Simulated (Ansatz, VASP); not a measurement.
**One calculation of AlN, two programs**

```
Al N
1.0
     2.85578    0.00000    0.00000
    -1.42789    2.47318    0.00000
     0.00000    0.00000    4.88267
Al N
2 2
Direct
  0.00000 0.00000 0.00000
  0.00000 0.00000 0.50000
  0.33333 0.66667 0.25000
  0.66667 0.33333 0.75000
```

Change from the starting cell: species swapped into the TiS type (P6_3/mmc, No. 194).

Alike in both runs: functional PBE; k mesh 6 × 6 × 4; occupations gaussian, width 0.1 eV; no spin polarisation.

Ansatz relaxed the structure, and its values are those at the end. VASP's run is a single point on that final structure, the one shown.

|  | VASP | Ansatz |
| --- | --- | --- |
| version | VASP 6.6.1 | Ansatz 0.2.0 |
| potentials or method | VASP PAW PBE potentials, release 64 (Al, N), cutoff 520 eV | scalar-relativistic, plane waves, PAW |
| valence electrons in the cell | 16 | 16 |

|  | VASP | Ansatz | Ansatz less VASP |
| --- | --- | --- | --- |
| gap on the k mesh at the Fermi level (eV) | 4.81 | 4.82 | +0.004 |
| least direct gap on the mesh (eV) | 4.83 | 4.82 | -0.008 |
| pressure (GPa) | -0.3 | 0.0 | +0.28 |

The k mesh is coarse, so the values compare programs but aren't converged.
